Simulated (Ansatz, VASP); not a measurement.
## Two plane-wave programs on TiNi

The input POSCAR:

```
TiNi
1.0
    2.9880661300      0.0000000000      0.0000000000
    0.0000000000      2.9880661300      0.0000000000
    0.0000000000      0.0000000000      2.9880661300
Ti Ni
1 1
Direct
    0.5000000000      0.5000000000      0.5000000000
    0.0000000000      0.0000000000      0.0000000000
```

Contents of INCAR.step1:

```
SYSTEM = TiNi
  ALGO = Normal
  EDIFF = 1E-4
  ENCUT = 600
  GGA = PE
  ISMEAR = 0
  ISPIN = 2
  LASPH = .True.
  LCHARG = .False.
  LMAXMIX = 4
  LREAL = .False.
  LWAVE = .True.
  MAGMOM = 0.5 0.38
  NELM = 150
  PREC = Accurate
  SIGMA = 0.1
```

The input INCAR.step2:

```
SYSTEM = TiNi
  ALGO = Normal
  EDIFF = 1E-6
  EDIFFG = -0.005
  ENCUT = 600
  IBRION = 2
  ISIF = 3
  ISMEAR = 0
  ISPIN = 2
  ISTART = 1
  LASPH = .True.
  LCHARG = .False.
  LMAXMIX = 4
  LMIXTAU = .True.
  LORBIT = 11
  LREAL = .False.
  LWAVE = .False.
  MAGMOM = 0.5 0.38
  METAGGA = R2SCAN
  NELM = 150
  NSW = 100
  PREC = Accurate
  SIGMA = 0.1
```

File KPOINTS:

```
k-points
0
Gamma
  14 14 14
  0 0 0
```

Input for Ansatz:

```yaml
crystal:
  lattice:
    - [2.98806613, 0.0, 0.0]
    - [0.0, 2.98806613, 0.0]
    - [0.0, 0.0, 2.98806613]
  atoms:
    - { symbol: Ti, position: [0.5, 0.5, 0.5], spin: 0.5 }
    - { symbol: Ni, position: [0.0, 0.0, 0.0], spin: 0.38 }
basis:
  ecutwfc: 500
kpoints:
  mp_grid: { grid: [14, 14, 14] }
hamiltonian:
  xc: r2scan
scf:
  occupations: { method: gaussian, width: 0.1 }
output:
  forces: true
  stress: true
  eigenvalues: true
  populations: true
magnetization:
  spin_polarized: true
relax:
  adjacent_minimum: "off"
  f_tol: 0.005
  max_steps: 80
  cell: { stress_tol: 0.05 }
```

Alike in both runs: task relaxation of cell and atoms; functional r2SCAN; k mesh 14 × 14 × 14; occupations gaussian, width 0.1 eV; collinear spin.

|  | VASP | Ansatz |
| --- | --- | --- |
| version | VASP 6.6.1 | Ansatz 0.2.0 |
| potentials or method | VASP PAW PBE potentials, release 64 (Ti_sv, Ni), cutoff 600 eV | scalar-relativistic, plane waves, PAW |
| valence electrons in the cell | 22 | 30 |

VASP gave:

| Quantity | Value |
| --- | --- |
| gap on the k mesh at the Fermi level, each at its own relaxed structure (eV) | none |
| net moment per atom (μB) | 0.00 |
| relaxed volume (Å³/atom) | 13.38 |
| relaxed length of the cell vector where the two differ most in proportion (Å) | 2.991 |

What did Ansatz give for the same quantities?

gap on the k mesh at the Fermi level, each at its own relaxed structure (eV): none; net moment per atom (μB): 0.00; relaxed volume (Å³/atom): 13.35; relaxed length of the cell vector where the two differ most in proportion (Å): 2.989.

VASP's potentials were made for PBE, not for r2SCAN. A gap of «none» marks a metal or a gap that the smearing closes. VASP's potentials hold 22 valence electrons a cell and Ansatz's 30, so a difference there can come from the potentials and not from the codes. Ansatz's warnings: seeded moment not kept.
